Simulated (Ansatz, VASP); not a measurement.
**CdTe in VASP and in Ansatz**

```
Cd Te
1.0
     0.00000    3.20500    3.20500
     3.20500    0.00000    3.20500
     3.20500    3.20500    0.00000
Cd Te
1 1
Cartesian
  0.0000 0.0000 0.0000
  4.8075 4.8075 4.8075
```

Alike in both runs: task single point; functional PBE; k mesh 10 × 10 × 10; occupations fermi-dirac, width 0.08 eV; non-collinear spin, spin-orbit coupling.

```csv
,VASP,Ansatz
version,VASP 6.6.1,Ansatz 0.2.0
potentials or method,"VASP PAW PBE potentials, release 64 (Cd, Te), cutoff 520 eV",all-electron LAPW
```

Ansatz gave:

```
pressure (GPa)           : 4.3
net moment per atom (μB) : 0.00
```

Problem. Estimate VASP's values.

Solution. Pressure (GPa): 4.4; net moment per atom (μB): 0.00.

Ansatz ran all-electron here, and VASP with PAW potentials.
